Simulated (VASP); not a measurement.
# GaN (P6_3mc) in VASP: density of states with PBE

Aim: the density of states of GaN with PBE.

Everything below comes from runs of VASP 6.6.1. Logs are shortened: lines on timing, memory, paths and dates and some standing lists are left out, and cuts for length are marked.

### 1 The cell of the first run

It takes space group P6_3mc (No. 186, hexagonal). Conventional cell: a = 3.180 Å, b = 3.180 Å, c = 5.166 Å, α = 90.00°, β = 90.00°, γ = 120.00°. Within 2.6 Å of Ga (site symmetry 3m) lie 4 N at 1.94 to 1.95 Å. Within 2.6 Å of N (site symmetry 3m) lie 4 Ga at 1.94 to 1.95 Å.

### 2 Density of states, PBE

Input file POSCAR:

```
GaN
1.0
    3.1800000000      0.0000000000      0.0000000000
   -1.5900000000      2.7539610000      0.0000000000
    0.0000000000      0.0000000000      5.1660000000
Ga N
2 2
Direct
    0.3333333333      0.6666666667      0.0000000000
    0.6666666667      0.3333333333      0.5000000000
    0.3333333333      0.6666666667      0.3750000000
    0.6666666667      0.3333333333      0.8750000000
```

Input file INCAR.step1:

```
  PREC = Accurate
  ENCUT = 520
  EDIFF = 1E-7
  ISMEAR = 0
  SIGMA = 0.01
  LREAL = False
  LASPH = True
  NELM = 100
  ALGO = Normal
  ISIF = 2
  LWAVE = False
  LCHARG = True
  GGA = PE
  NBANDS = 26
```

Input file KPOINTS.step1:

```
Automatic mesh
0
Gamma
  6 6 4
```

Input file INCAR.step2:

```
  PREC = Accurate
  ENCUT = 520
  EDIFF = 1E-7
  ISMEAR = -5
  SIGMA = 0.01
  LREAL = False
  LASPH = True
  NELM = 100
  ALGO = Normal
  ISIF = 2
  LWAVE = False
  LCHARG = False
  GGA = PE
  LORBIT = 11
  NBANDS = 26
  NEDOS = 2001
  ICHARG = 11
```

Input file KPOINTS.step2:

```
Automatic mesh
0
Gamma
  9 9 6
```

Potentials or basis: VASP PAW PBE potentials, release 64 (Ga_d, N).

The run is started by

```bash
cat potpaw_PBE.64/Ga_d/POTCAR potpaw_PBE.64/N/POTCAR > POTCAR
cp INCAR.step1 INCAR
cp KPOINTS.step1 KPOINTS
mpirun -np 1 vasp_std > vasp.out
cp INCAR.step2 INCAR
cp KPOINTS.step2 KPOINTS
mpirun -np 1 vasp_std > vasp.out
```

OUTCAR:

```text
PREC = Accurate
   ENCUT = 520
   EDIFF = 1E-7
   ISMEAR = -5
   LREAL = False
   LASPH = True
   NELM = 100
   ISIF = 2
   GGA = PE
   LORBIT = 11
   ICHARG = 11

 ion  position               nearest neighbor table
   1  0.333  0.667  0.000-   3 1.94   4 1.95   4 1.95   4 1.95
   2  0.667  0.333  0.500-   4 1.94   3 1.95   3 1.95   3 1.95
   3  0.333  0.667  0.375-   1 1.94   2 1.95   2 1.95   2 1.95
   4  0.667  0.333  0.875-   2 1.94   1 1.95   1 1.95   1 1.95

  LATTYP: Found a hexagonal cell.
 ALAT       =     3.1800000000
 C/A-ratio  =     1.6245283019

  Lattice vectors:

 A1 = (   3.1800000000,   0.0000000000,   0.0000000000)
 A2 = (  -1.5900000000,   2.7539610000,   0.0000000000)
 A3 = (   0.0000000000,   0.0000000000,   5.1660000000)

Analysis of symmetry for initial positions (statically):
=====================================================================
 Subroutine PRICEL returns:
 Original cell was already a primitive cell.

 Routine SETGRP: Setting up the symmetry group for a
 hexagonal supercell.

 Subroutine GETGRP returns: Found 12 space group operations
 (whereof  6 operations were pure point group operations)
 out of a pool of 24 trial point group operations.

The static configuration has the point symmetry C_3v.
 The point group associated with its full space group is C_6v.

Analysis of symmetry for dynamics (positions and initial velocities):
=====================================================================
 Subroutine PRICEL returns:
 Original cell was already a primitive cell.

 Routine SETGRP: Setting up the symmetry group for a
 hexagonal supercell.

 Subroutine GETGRP returns: Found 12 space group operations
 (whereof  6 operations were pure point group operations)
 out of a pool of 24 trial point group operations.

The dynamic configuration has the point symmetry C_3v.
 The point group associated with its full space group is C_6v.

 Subroutine INISYM returns: Found 12 space group operations
 (whereof  6 operations are pure point group operations),
 and found     1 'primitive' translations

----------------------------------------------------------------------------------------

                                     Primitive cell

  volume of cell :      45.2417

  direct lattice vectors                    reciprocal lattice vectors
     3.180000000  0.000000000  0.000000000     0.314465409  0.181556674  0.000000000
    -1.590000000  2.753961000  0.000000000     0.000000000  0.363113348  0.000000000
     0.000000000  0.000000000  5.166000000     0.000000000  0.000000000  0.193573364

  length of vectors
     3.180000000  3.180000187  5.166000000     0.363113370  0.363113348  0.193573364

  position of ions in fractional coordinates (direct lattice)
     0.333333333  0.666666667  0.000000000
     0.666666667  0.333333333  0.500000000
     0.333333333  0.666666667  0.375000000
     0.666666667  0.333333333  0.875000000

  ion indices of the primitive-cell ions
   primitive index   ion index
                 1           1
                 2           2
                 3           3
                 4           4

----------------------------------------------------------------------------------------

 KPOINTS: Automatic mesh

Automatic generation of k-mesh.
 Grid dimensions read from file:
 generate k-points for:    9    9    6

 Generating k-lattice:

  Cartesian coordinates                     Fractional coordinates (reciprocal lattice)
     0.034940601  0.020172964  0.000000000     0.111111111  0.000000000  0.000000000
     0.000000000  0.040345928  0.000000000     0.000000000  0.111111111  0.000000000
     0.000000000  0.000000000  0.032262227     0.000000000  0.000000000  0.166666667

  Length of vectors
     0.040345930  0.040345928  0.032262227

  Shift w.r.t. Gamma in fractional coordinates (k-lattice)
     0.000000000  0.000000000  0.000000000

 TETIRR: Found    492 inequivalent tetrahedra from     2916

 Subroutine IBZKPT returns following result:
 ===========================================

 Found     48 irreducible k-points:

 Following reciprocal coordinates:
            Coordinates               Weight
  0.000000  0.000000  0.000000      1.000000
  0.111111  0.000000  0.000000      6.000000
  0.222222  0.000000  0.000000      6.000000
  0.333333  0.000000  0.000000      6.000000
  0.444444  0.000000  0.000000      6.000000
  0.111111  0.111111  0.000000      6.000000
[... 16 lines left out ...]
  0.333333  0.222222  0.166667     24.000000
  0.333333  0.333333  0.166667      4.000000
 [... further k-points ...]
   k-points           NKPTS =     48   k-points in BZ     NKDIM =     48   number of bands    NBANDS=     26
   number of dos      NEDOS =   2001   number of ions     NIONS =      4
   total plane-waves  NPLWV =  23040
   dimension x,y,z NGX =    24 NGY =   24 NGZ =   40
   dimension x,y,z NGXF=    48 NGYF=   48 NGZF=   80
   ions per type =               2   2
   NGX,Y,Z   is equivalent  to a cutoff of  12.55, 12.55, 12.87 a.u.
   NGXF,Y,Z  is equivalent  to a cutoff of  25.09, 25.09, 25.74 a.u.
 SYSTEM =  unknown system
   PREC   = accura    normal or accurate (medium, high low for compatibility)
   ISTART =      0    job   : 0-new  1-cont  2-samecut
   ICHARG =     11    charge: 1-file 2-atom 10-const
   ISPIN  =      1    spin polarized calculation?
   LNONCOLLINEAR =      F non collinear calculations
   LSORBIT =      F    spin-orbit coupling
   LASPH  =      T    aspherical Exc in radial PAW
   ENCUT  =  520.0 eV  38.22 Ry    6.18 a.u.   5.91  5.91  9.61*2*pi/ulx,y,z
   NELM   =    100;   NELMIN=  2; NELMDL=  0     # of ELM steps
   EDIFF  = 0.1E-06   stopping-criterion for ELM
   LREAL  =      F    real-space projection
   EDIFFG = 0.1E-05   stopping-criterion for IOM
   NSW    =      0    number of steps for IOM
   IBRION =     -1    ionic relax: 0-MD 1-quasi-New 2-CG
   NFREE  =      0    steps in history (QN), initial steepest desc. (CG)
   ISIF   =      2    stress and relaxation
   ISYM   =      2    0-nonsym 1-usesym 2-fastsym
   POTIM  = 0.5000    time-step for ionic-motion
   TEBEG  =    0.0;   TEEND  =   0.0 temperature during run
   PSTRESS=    0.0 pullay stress
   NELECT =      36.0000    total number of electrons
   NUPDOWN=      -1.0000    fix difference up-down
   EMIN   =  10.00;   EMAX   =-10.00  energy-range for DOS
   EFERMI =   0.00;   METHOD = LEGACY
   ISMEAR =    -5;   SIGMA  =   0.01  broadening in eV -4-tet -1-fermi 0-gaus
   EFERMI_NEDOS =   21; number of points for ismear=-14 and -15
   IALGO  =     38    algorithm
   IMIX   =      4    mixing-type and parameters
     AMIX     =   0.40;   BMIX     =  1.00
     AMIX_MAG =   1.60;   BMIX_MAG =  1.00
  volume/ion in A,a.u.               =      11.31        76.33
  Fermi-wavevector in a.u.,A,eV,Ry     =   1.517036  2.866782 31.312425  2.301398
  Thomas-Fermi vector in A             =   2.626345
   LORBIT       =     11    0 simple, 1 ext, 2 COOP (PROOUT), +10 PAW based schemes
   GGA     = PE    functional components
   LHFCALC =     F    Hartree Fock is set to
   AEXX    =    0.0000 exact exchange contribution
   IVDW    =     0    specifies the selected vdW correction
   LEPSILON=     F    determine dielectric tensor
   LRPA    =     F    only Hartree local field effects (RPA)
 non-spin polarized calculation
 Fermi weights with tetrahedron method with Bloechl corrections
  energy-cutoff  :      520.00
  volume of cell :       45.24
 maximum number of plane-waves:      1236
 NGX is ok and might be reduce to    24

 number of electron      36.0000002 magnetization

 Free energy of the ion-electron system (eV)
  ---------------------------------------------------
  ext. energy  EPLUGINS =         0.00000000
  ---------------------------------------------------
  free energy    TOTEN  =       -24.28291284 eV

  energy without entropy =      -24.28291284  energy(sigma->0) =      -24.28291284

 E-fermi :   5.4380     XC(G=0): -11.7217

 val. band max:        5.4341323570   @ k =   0.0000   0.0000   0.0000
 cond. band min:       7.4049369478   @ k =   0.0000   0.0000   0.0000
 fundamental gap:      1.9708045908
 Fermi energy:         5.4380193700

 k-point     1 :       0.0000    0.0000    0.0000
  band No.  band energies     occupation
      1     -10.6380      2.00000
      2      -9.6766      2.00000
      3      -8.0245      2.00000
      4      -8.0028      2.00000
      5      -8.0028      2.00000
      6      -7.9378      2.00000
[... 18 lines left out ...]
     25      17.1972      0.00000
     26      17.1973      0.00000

 k-point     2 :       0.1111    0.0000    0.0000
  band No.  band energies     occupation
      1     -10.5163      2.00000
      2      -9.6459      2.00000
      3      -8.0090      2.00000
      4      -7.9855      2.00000
      5      -7.9672      2.00000
      6      -7.9232      2.00000
[... 18 lines left out ...]
     25      16.7677      0.00000
     26      17.4566      0.00000

 k-point     3 :       0.2222    0.0000    0.0000
  band No.  band energies     occupation
      1     -10.2114      2.00000
      2      -9.5811      2.00000
      3      -7.9722      2.00000
      4      -7.9507      2.00000
      5      -7.8947      2.00000
      6      -7.8519      2.00000
[... 18 lines left out ...]
     25      16.9792      0.00000
     26      18.0715      0.00000

 k-point     4 :       0.3333    0.0000    0.0000
  band No.  band energies     occupation
      1      -9.8928      2.00000
      2      -9.5299      2.00000
      3      -7.9509      2.00000
      4      -7.9313      2.00000
      5      -7.8514      2.00000
      6      -7.7840      2.00000
[... 18 lines left out ...]
     25      17.0996      0.00000
     26      18.7072      0.00000
[... 496 lines left out ...]
      1      -9.7328      2.00000
      2      -9.5192      2.00000
      3      -7.9603      2.00000
      4      -7.8985      2.00000
      5      -7.8336      2.00000
      6      -7.8172      2.00000
[... 18 lines left out ...]
     25      16.6843      0.00000
     26      19.2430      0.00000

 k-point    23 :       0.3333    0.2222    0.1667
  band No.  band energies     occupation
      1      -9.6106      2.00000
      2      -9.5126      2.00000
      3      -7.9757      2.00000
      4      -7.8759      2.00000
      5      -7.8198      2.00000
      6      -7.7798      2.00000
[... 18 lines left out ...]
     25      17.6139      0.00000
     26      18.8752      0.00000

 k-point    24 :       0.3333    0.3333    0.1667
  band No.  band energies     occupation
      1      -9.5409      2.00000
      2      -9.5409      2.00000
      3      -7.9884      2.00000
      4      -7.8276      2.00000
      5      -7.8276      2.00000
      6      -7.7784      2.00000
[... 18 lines left out ...]
     25      18.5426      0.00000
     26      18.6379      0.00000

 [... further k-points ...]
[... 5 lines left out ...]
  --------------------------------------------------------------------------------------
  -------------------------------------------------------------------------------------
  Total        1.5913012      1.5913014      2.2028731      0.0000000      0.0000000      0.0000000
  in kB       56.3538586     56.3538674     78.0118825      0.0000000      0.0000000      0.0000000
  external PRESSURE =      63.5732028 kB  Pullay stress =       0.0000000 kB

 VOLUME and BASIS-vectors are now :
 -----------------------------------------------------------------------------
  energy-cutoff  :      520.00
  volume of cell :       45.24
      direct lattice vectors                 reciprocal lattice vectors
     3.180000000  0.000000000  0.000000000     0.314465409  0.181556674  0.000000000
    -1.590000000  2.753961000  0.000000000     0.000000000  0.363113348  0.000000000
     0.000000000  0.000000000  5.166000000     0.000000000  0.000000000  0.193573364

 POSITION                                       TOTAL-FORCE (eV/Angst)
 -----------------------------------------------------------------------------------
     -0.00000      1.83597      0.00000        -0.000000      0.000000     -0.133946
      1.59000      0.91799      2.58300         0.000000      0.000000     -0.133946
     -0.00000      1.83597      1.93725         0.000000     -0.000000      0.133946
      1.59000      0.91799      4.52025        -0.000000      0.000000      0.133946
 -----------------------------------------------------------------------------------
    total drift:                               -0.000001     -0.000001      0.001458

  FREE ENERGIE OF THE ION-ELECTRON SYSTEM (eV)
  ---------------------------------------------------
  free  energy   TOTEN  =       -24.2829128447 eV

  energy  without entropy=      -24.2829128447  energy(sigma->0) =      -24.28291284

 total charge

# of ion       s       p       d       tot
------------------------------------------
    1        0.790   0.910  10.186  11.886
    2        0.790   0.910  10.186  11.886
    3        1.224   2.530   0.000   3.754
    4        1.224   2.530   0.000   3.754
--------------------------------------------------
tot          4.027   6.881  20.372  31.280
```

Wall time 43 s (1 thread of Intel Xeon 6975P-C, shared host); peak memory 0.18 GiB.

What came out:

```
Valence electrons inside the program's atomic spheres : Ga 11.89; N 3.75
```
